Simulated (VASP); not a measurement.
# Cu3N (Pm-3m) in VASP: a series of runs

Aim: see how the results for Cu3N move with the level of theory and the settings. Levels: LDA, PBE. Tasks: single point.

All numbers are computed with VASP 6.6.1; they aren't measurements. Logs are shortened: lines on timing, memory, paths and dates and some standing lists are left out, and cuts for length are marked.

## (1) The cell of the first run

The structure is cubic, space group Pm-3m (No. 221). Conventional cell: a = 3.721 Å, b = 3.721 Å, c = 3.721 Å, α = 90.00°, β = 90.00°, γ = 90.00°. Within 2.5 Å of Cu (site symmetry 4/mmm) lie 2 N at 1.86 Å. Within 2.5 Å of N (site symmetry m-3m) lie 6 Cu at 1.86 Å.

## (2) Single point, LDA

File INCAR:

```
PREC = Accurate
ENCUT = 600
EDIFF = 1E-6
ISMEAR = -1
SIGMA = 0.02
LREAL = False
LASPH = True
NELM = 120
ALGO = Normal
ISIF = 2
LWAVE = False
LCHARG = False
NBANDS = 27
GGA_COMPAT = False
```

File KPOINTS:

```
Automatic mesh
0
Gamma
  6 6 6
```

File POSCAR:

```
Cu3N
1.0
    3.7214852112      0.0000000000      0.0000000000
    0.0000000000      3.7214852112      0.0000000000
    0.0000000000      0.0000000000      3.7214852112
Cu N
3 1
Direct
    0.5000000000      0.0000000000      0.0000000000
    0.0000000000      0.5000000000      0.0000000000
    0.0000000000      0.0000000000      0.5000000000
    0.0000000000      0.0000000000      0.0000000000
```

Potentials or basis: VASP PAW LDA potentials, release 64 (Cu, N).

Started as:

```
$ cat potpaw_LDA.64/Cu/POTCAR potpaw_LDA.64/N/POTCAR > POTCAR
$ mpirun -np 1 vasp_std > vasp.out
```

OUTCAR:

```text
PREC = Accurate
   ENCUT = 600
   EDIFF = 1E-6
   ISMEAR = -1
   LREAL = False
   LASPH = True
   NELM = 120
   ISIF = 2

 ion  position               nearest neighbor table
   1  0.500  0.000  0.000-   4 1.86   4 1.86   2 2.63   3 2.63   2 2.63   2 2.63   3 2.63   3 2.63
                             3 2.63   2 2.63
   2  0.000  0.500  0.000-   4 1.86   4 1.86   1 2.63   3 2.63   1 2.63   3 2.63   3 2.63   3 2.63
                             1 2.63   1 2.63
   3  0.000  0.000  0.500-   4 1.86   4 1.86   1 2.63   1 2.63   2 2.63   2 2.63   2 2.63   2 2.63
                             1 2.63   1 2.63
   4  0.000  0.000  0.000-   1 1.86   2 1.86   3 1.86   3 1.86   2 1.86   1 1.86

  LATTYP: Found a simple cubic cell.
 ALAT       =     3.7214852112

  Lattice vectors:

 A1 = (   3.7214852112,   0.0000000000,   0.0000000000)
 A2 = (   0.0000000000,   3.7214852112,   0.0000000000)
 A3 = (   0.0000000000,   0.0000000000,   3.7214852112)

Analysis of symmetry for initial positions (statically):
=====================================================================
 Subroutine PRICEL returns:
 Original cell was already a primitive cell.

 Routine SETGRP: Setting up the symmetry group for a
 simple cubic supercell.

 Subroutine GETGRP returns: Found 48 space group operations
 (whereof 48 operations were pure point group operations)
 out of a pool of 48 trial point group operations.

The static configuration has the point symmetry O_h .

Analysis of symmetry for dynamics (positions and initial velocities):
=====================================================================
 Subroutine PRICEL returns:
 Original cell was already a primitive cell.

 Routine SETGRP: Setting up the symmetry group for a
 simple cubic supercell.

 Subroutine GETGRP returns: Found 48 space group operations
 (whereof 48 operations were pure point group operations)
 out of a pool of 48 trial point group operations.

The dynamic configuration has the point symmetry O_h .

 Subroutine INISYM returns: Found 48 space group operations
 (whereof 48 operations are pure point group operations),
 and found     1 'primitive' translations

----------------------------------------------------------------------------------------

                                     Primitive cell

  volume of cell :      51.5405

[... 85 lines left out ...]
   ENCUT  =  600.0 eV  44.10 Ry    6.64 a.u.   7.43  7.43  7.43*2*pi/ulx,y,z
   NELM   =    120;   NELMIN=  2; NELMDL= -5     # of ELM steps
   EDIFF  = 0.1E-05   stopping-criterion for ELM
   LREAL  =      F    real-space projection
   EDIFFG = 0.1E-04   stopping-criterion for IOM
   NSW    =      0    number of steps for IOM
   IBRION =     -1    ionic relax: 0-MD 1-quasi-New 2-CG
   NFREE  =      0    steps in history (QN), initial steepest desc. (CG)
   ISIF   =      2    stress and relaxation
   ISYM   =      2    0-nonsym 1-usesym 2-fastsym
   POTIM  = 0.5000    time-step for ionic-motion
   TEBEG  =    0.0;   TEEND  =   0.0 temperature during run
   PSTRESS=    0.0 pullay stress
   NELECT =      38.0000    total number of electrons
   NUPDOWN=      -1.0000    fix difference up-down
   EMIN   =  10.00;   EMAX   =-10.00  energy-range for DOS
   EFERMI =   0.00;   METHOD = LEGACY
   ISMEAR =    -1;   SIGMA  =   0.02  broadening in eV -4-tet -1-fermi 0-gaus
   EFERMI_NEDOS =   21; number of points for ismear=-14 and -15
   IALGO  =     38    algorithm
   IMIX   =      4    mixing-type and parameters
     AMIX     =   0.40;   BMIX     =  1.00
     AMIX_MAG =   1.60;   BMIX_MAG =  1.00
  volume/ion in A,a.u.               =      12.89        86.95
  Fermi-wavevector in a.u.,A,eV,Ry     =   1.478949  2.794808 29.759871  2.187289
  Thomas-Fermi vector in A             =   2.593167
   LORBIT       =      0    0 simple, 1 ext, 2 COOP (PROOUT), +10 PAW based schemes
   GGA     = CA    functional components
   LHFCALC =     F    Hartree Fock is set to
   AEXX    =    0.0000 exact exchange contribution
   IVDW    =     0    specifies the selected vdW correction
   LEPSILON=     F    determine dielectric tensor
   LRPA    =     F    only Hartree local field effects (RPA)
 non-spin polarized calculation
  energy-cutoff  :      600.00
  volume of cell :       51.54
 maximum number of plane-waves:      1743
 NGX is ok and might be reduce to    30
   NGX = 15   NGY = 15   NGZ = 15

 number of electron      38.0000065 magnetization

 Free energy of the ion-electron system (eV)
  ---------------------------------------------------
  ext. energy  EPLUGINS =         0.00000000
  ---------------------------------------------------
  free energy    TOTEN  =       -22.15825838 eV

  energy without entropy =      -22.15747497  energy(sigma->0) =      -22.15786668

 E-fermi :   5.4567     XC(G=0): -11.5616

 val. band max:        5.4456620210   @ k =   0.5000   0.5000   0.0000
 cond. band min:       5.4686673538   @ k =   0.5000   0.5000   0.5000
 fundamental gap:      0.0230053328
 Fermi energy:         5.4567093254

 k-point     1 :       0.0000    0.0000    0.0000
  band No.  band energies     occupation
      1     -11.8578      2.00000
      2      -0.2902      2.00000
      3       0.2618      2.00000
      4       0.2618      2.00000
      5       0.2618      2.00000
      6       1.1285      2.00000
[... 589 lines left out ...]
     26      13.9215      0.00000
     27      16.8136      0.00000

------------------------ aborting loop because EDIFF is reached ----------------------------------------

  FORCE on cell =-STRESS in cart. coord.  units (eV):
  Direction    XX          YY          ZZ          XY          YZ          ZX
  --------------------------------------------------------------------------------------
  -------------------------------------------------------------------------------------
  Total        0.3311459      0.3311459      0.3311459     -0.0000000     -0.0000000     -0.0000000
  in kB       10.2939258     10.2939258     10.2939258     -0.0000000     -0.0000000     -0.0000000
  external PRESSURE =      10.2939258 kB  Pullay stress =       0.0000000 kB

 VOLUME and BASIS-vectors are now :
 -----------------------------------------------------------------------------
  energy-cutoff  :      600.00
  volume of cell :       51.54
      direct lattice vectors                 reciprocal lattice vectors
     3.721485211  0.000000000  0.000000000     0.268709922  0.000000000  0.000000000
     0.000000000  3.721485211  0.000000000     0.000000000  0.268709922  0.000000000
     0.000000000  0.000000000  3.721485211     0.000000000  0.000000000  0.268709922

 POSITION                                       TOTAL-FORCE (eV/Angst)
 -----------------------------------------------------------------------------------
      1.86074      0.00000      0.00000         0.000000      0.000000      0.000000
      0.00000      1.86074      0.00000         0.000000      0.000000      0.000000
      0.00000      0.00000      1.86074         0.000000      0.000000      0.000000
      0.00000      0.00000      0.00000         0.000000      0.000000      0.000000
 -----------------------------------------------------------------------------------
    total drift:                                0.000000      0.000000      0.000000

  FREE ENERGIE OF THE ION-ELECTRON SYSTEM (eV)
  ---------------------------------------------------
  free  energy   TOTEN  =       -22.1582583827 eV

  energy  without entropy=      -22.1574749716  energy(sigma->0) =      -22.15786668
```

Wall time 16 s (1 thread of AMD EPYC 9R45 (Zen 5), shared host); peak memory 0.13 GiB.

Results:

```
Free energy            : -22.1583 eV
Pressure               : 1.0 GPa
Band gap on the k mesh : zero (band 19 reaches 5.47 eV, above the bottom of band 20 at 5.45 eV)
```

## (3) Single point, PBE

This run uses another cell than the first one, of 13.60 Å³/atom, 1.056 times its volume.

File INCAR:

```
PREC     = Accurate       # precision mode
ENCUT    = 600            # plane-wave cutoff, eV
EDIFF    = 1E-6           # SCF threshold, eV
ISMEAR   = -1             # smearing method
SIGMA    = 0.02           # smearing width, eV
LREAL    = False          # projectors in reciprocal space
LASPH    = True           # aspherical terms in the spheres
NELM     = 120            # most SCF steps
ALGO     = Normal         # electronic algorithm
ISIF     = 2              # what is computed and relaxed
LWAVE    = False          # write WAVECAR
LCHARG   = True           # write CHGCAR
GGA      = PE             # functional
LELF     = True           # ELF
LVHAR    = True         
NBANDS   = 27             # bands
GGA_COMPAT= False
```

File KPOINTS:

```
regular mesh
0
Gamma
  6 6 6
```

File POSCAR:

```
Cu3N
1.0
    3.7893700857      0.0000000000      0.0000000000
    0.0000000000      3.7893700857      0.0000000000
    0.0000000000      0.0000000000      3.7893700857
Cu N
3 1
Direct
    0.5000000000      0.0000000000      0.0000000000
    0.0000000000      0.5000000000      0.0000000000
    0.0000000000      0.0000000000      0.5000000000
    0.0000000000      0.0000000000      0.0000000000
```

Potentials or basis: VASP PAW PBE potentials, release 64 (Cu, N).

Started as:

```
$ cat potpaw_PBE.64/Cu/POTCAR potpaw_PBE.64/N/POTCAR > POTCAR
$ mpirun -np 1 vasp_std > vasp.out
```

OUTCAR:

```text
PREC = Accurate
   ENCUT = 600
   EDIFF = 1E-6
   ISMEAR = -1
   LREAL = False
   LASPH = True
   NELM = 120
   ISIF = 2
   GGA = PE

 ion  position               nearest neighbor table
   1  0.500  0.000  0.000-   4 1.89   4 1.89   2 2.68   3 2.68   2 2.68   2 2.68   3 2.68   3 2.68
                             3 2.68   2 2.68
   2  0.000  0.500  0.000-   4 1.89   4 1.89   1 2.68   3 2.68   1 2.68   3 2.68   3 2.68   3 2.68
                             1 2.68   1 2.68
   3  0.000  0.000  0.500-   4 1.89   4 1.89   1 2.68   1 2.68   2 2.68   2 2.68   2 2.68   2 2.68
                             1 2.68   1 2.68
   4  0.000  0.000  0.000-   1 1.89   2 1.89   3 1.89   3 1.89   2 1.89   1 1.89

  LATTYP: Found a simple cubic cell.
 ALAT       =     3.7893700857

  Lattice vectors:

 A1 = (   3.7893700857,   0.0000000000,   0.0000000000)
 A2 = (   0.0000000000,   3.7893700857,   0.0000000000)
 A3 = (   0.0000000000,   0.0000000000,   3.7893700857)

Analysis of symmetry for initial positions (statically):
=====================================================================
 Subroutine PRICEL returns:
 Original cell was already a primitive cell.

 Routine SETGRP: Setting up the symmetry group for a
 simple cubic supercell.

 Subroutine GETGRP returns: Found 48 space group operations
 (whereof 48 operations were pure point group operations)
 out of a pool of 48 trial point group operations.

The static configuration has the point symmetry O_h .

Analysis of symmetry for dynamics (positions and initial velocities):
=====================================================================
 Subroutine PRICEL returns:
 Original cell was already a primitive cell.

 Routine SETGRP: Setting up the symmetry group for a
[... 118 lines left out ...]
   EMIN   =  10.00;   EMAX   =-10.00  energy-range for DOS
   EFERMI =   0.00;   METHOD = LEGACY
   ISMEAR =    -1;   SIGMA  =   0.02  broadening in eV -4-tet -1-fermi 0-gaus
   EFERMI_NEDOS =   21; number of points for ismear=-14 and -15
   IALGO  =     38    algorithm
   IMIX   =      4    mixing-type and parameters
     AMIX     =   0.40;   BMIX     =  1.00
     AMIX_MAG =   1.60;   BMIX_MAG =  1.00
  volume/ion in A,a.u.               =      13.60        91.80
  Fermi-wavevector in a.u.,A,eV,Ry     =   1.452454  2.744740 28.703152  2.109622
  Thomas-Fermi vector in A             =   2.569834
   LORBIT       =      0    0 simple, 1 ext, 2 COOP (PROOUT), +10 PAW based schemes
   GGA     = PE    functional components
   LHFCALC =     F    Hartree Fock is set to
   AEXX    =    0.0000 exact exchange contribution
   IVDW    =     0    specifies the selected vdW correction
   LEPSILON=     F    determine dielectric tensor
   LRPA    =     F    only Hartree local field effects (RPA)
 non-spin polarized calculation
  energy-cutoff  :      600.00
  volume of cell :       54.41
 maximum number of plane-waves:      1856
   NGX = 15   NGY = 15   NGZ = 15

 number of electron      37.9999988 magnetization

 Free energy of the ion-electron system (eV)
  ---------------------------------------------------
  ext. energy  EPLUGINS =         0.00000000
  ---------------------------------------------------
  free energy    TOTEN  =       -18.35652875 eV

  energy without entropy =      -18.35638106  energy(sigma->0) =      -18.35645491

 E-fermi :   5.2103     XC(G=0): -10.8910

 val. band max:        5.1401363544   @ k =   0.5000   0.5000   0.5000
 cond. band min:       5.2804842650   @ k =   0.5000   0.5000   0.0000
 fundamental gap:      0.1403479107
 Fermi energy:         5.2102824573

 k-point     1 :       0.0000    0.0000    0.0000
  band No.  band energies     occupation
      1     -11.8660      2.00000
      2      -0.2321      2.00000
      3       0.2614      2.00000
      4       0.2614      2.00000
      5       0.2614      2.00000
      6       1.1713      2.00000
[... 589 lines left out ...]
     26      13.2837      0.00000
     27      15.9888      0.00000

------------------------ aborting loop because EDIFF is reached ----------------------------------------

  FORCE on cell =-STRESS in cart. coord.  units (eV):
  Direction    XX          YY          ZZ          XY          YZ          ZX
  --------------------------------------------------------------------------------------
  -------------------------------------------------------------------------------------
  Total        1.5896999      1.5896999      1.5896999      0.0000000      0.0000000     -0.0000000
  in kB       46.8084920     46.8084920     46.8084920      0.0000000      0.0000000     -0.0000000
  external PRESSURE =      46.8084920 kB  Pullay stress =       0.0000000 kB

 VOLUME and BASIS-vectors are now :
 -----------------------------------------------------------------------------
  energy-cutoff  :      600.00
  volume of cell :       54.41
      direct lattice vectors                 reciprocal lattice vectors
     3.789370086  0.000000000  0.000000000     0.263896103  0.000000000  0.000000000
     0.000000000  3.789370086  0.000000000     0.000000000  0.263896103  0.000000000
     0.000000000  0.000000000  3.789370086     0.000000000  0.000000000  0.263896103

 POSITION                                       TOTAL-FORCE (eV/Angst)
 -----------------------------------------------------------------------------------
      1.89469      0.00000      0.00000         0.000000      0.000000      0.000000
      0.00000      1.89469      0.00000         0.000000      0.000000      0.000000
      0.00000      0.00000      1.89469         0.000000      0.000000      0.000000
      0.00000      0.00000      0.00000         0.000000      0.000000      0.000000
 -----------------------------------------------------------------------------------
    total drift:                                0.000000      0.000000      0.000000

  FREE ENERGIE OF THE ION-ELECTRON SYSTEM (eV)
  ---------------------------------------------------
  free  energy   TOTEN  =       -18.3565287498 eV

  energy  without entropy=      -18.3563810639  energy(sigma->0) =      -18.35645491
```

OSZICAR:

```text
N       E                     dE             d eps       ncg     rms          rms(c)
DAV:   1     0.313843338276E+03    0.31384E+03   -0.19256E+04  1104   0.249E+03
DAV:   2     0.164342923613E+02   -0.29741E+03   -0.28302E+03  1086   0.394E+02
DAV:   3    -0.213559704940E+02   -0.37790E+02   -0.35987E+02  1363   0.170E+02
DAV:   4    -0.230282701947E+02   -0.16723E+01   -0.16502E+01  1479   0.383E+01
DAV:   5    -0.230466703815E+02   -0.18400E-01   -0.18393E-01  1461   0.393E+00    0.159E+01
DAV:   6    -0.207684874023E+02    0.22782E+01   -0.37755E+01  1426   0.137E+02    0.102E+01
DAV:   7    -0.183632102261E+02    0.24053E+01   -0.97108E+00  1318   0.766E+01    0.250E+00
DAV:   8    -0.183821519951E+02   -0.18942E-01   -0.64715E-01  1348   0.595E+00    0.145E+00
DAV:   9    -0.183577246130E+02    0.24427E-01   -0.36625E-02  1532   0.271E+00    0.293E-01
DAV:  10    -0.183567412322E+02    0.98338E-03   -0.87553E-03  1432   0.138E+00    0.132E-01
DAV:  11    -0.183566089653E+02    0.13227E-03   -0.19400E-03  1520   0.712E-01    0.695E-02
DAV:  12    -0.183565273781E+02    0.81587E-04   -0.47428E-04  1624   0.237E-01    0.148E-02
DAV:  13    -0.183565286911E+02   -0.13130E-05   -0.52419E-05  1335   0.660E-02    0.104E-02
DAV:  14    -0.183565287498E+02   -0.58666E-07   -0.72915E-06  1106   0.275E-02
   1 F= -.18356529E+02 E0= -.18356455E+02  d E =-.147686E-03
```

stdout:

```text
POSCAR found type information on POSCAR CuN
 POSCAR found :  2 types and       4 ions
 scaLAPACK will be used
 LDA part: xc-table for (Slater+PW92), standard interpolation
 POSCAR, INCAR and KPOINTS ok, starting setup
 FFT: planning ... GRIDC
 FFT: planning ... GRID_SOFT
 FFT: planning ... GRID
 WAVECAR not read
 entering main loop
```

Wall time 17 s (1 thread of AMD EPYC 9R45 (Zen 5), shared host); peak memory 0.15 GiB.

What came out:

| Property | Result |
| --- | --- |
| Free energy | -18.3565 eV |
| Pressure | 4.7 GPa |
| Band gap on the k mesh | 0.14 eV, indirect (least direct gap 0.69 eV) |

A k mesh can miss the band edges.
